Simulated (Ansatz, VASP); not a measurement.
## BeS: VASP beside Ansatz

The input INCAR:

```
PREC = Accurate ; ENCUT = 520
EDIFF = 1E-6 ; ISMEAR = 0
SIGMA = 0.05 ; LREAL = False
LASPH = True ; NELM = 80
ALGO = Normal ; ISIF = 2
LWAVE = False ; LCHARG = True
GGA = PS ; LELF = True
LVHAR = True ; NBANDS = 11
```

Contents of KPOINTS:

```
Automatic mesh
0
Gamma
  10 10 10
```

Contents of POSCAR:

```
BeS
1.0
    0.0000000000      2.6029573240      2.4413405778
    2.4413405778      0.0000000000      2.4413405778
    2.4413405778      2.6029573240      0.0000000000
Be S
1 1
Direct
    0.0000000000      0.0000000000      0.0000000000
    0.7500000000      0.7500000000      0.7500000000
```

Input for Ansatz:

```yaml
crystal:
  lattice:
    - [0.0, 2.602957324, 2.4413405778]
    - [2.4413405778, 0.0, 2.4413405778]
    - [2.4413405778, 2.602957324, 0.0]
  atoms:
    - { symbol: Be, position: [0.0, 0.0, 0.0] }
    - { symbol: S, position: [0.75, 0.75, 0.75] }
basis:
  ecutwfc: 520.0
kpoints:
  mp_grid: { grid: [10, 10, 10] }
hamiltonian:
  xc: pbesol
scf:
  occupations: { method: gaussian, width: 0.05 }
output:
  forces: true
  stress: true
  eigenvalues: true
```

Alike in both runs: task single point; functional PBEsol; k mesh 10 × 10 × 10; occupations gaussian, width 0.05 eV; no spin polarisation.

```csv
,VASP,Ansatz
version,VASP 6.6.1,Ansatz 0.2.0
potentials or method,"VASP PAW PBE potentials, release 64 (Be, S), cutoff 520 eV","scalar-relativistic, plane waves, PAW"
valence electrons in the cell,8,8
```

```csv
,VASP,Ansatz,Ansatz less VASP
gap on the k mesh at the Fermi level (eV),2.84,2.84,-0.003
least direct gap on the mesh (eV),4.88,4.88,-0.002
pressure (GPa),-7.4,-7.5,-0.13
"traceless stress, the component that is largest in VASP (GPa)",-4.21,-4.23,-0.018
```

VASP's potentials were made for PBE, not for PBEsol.
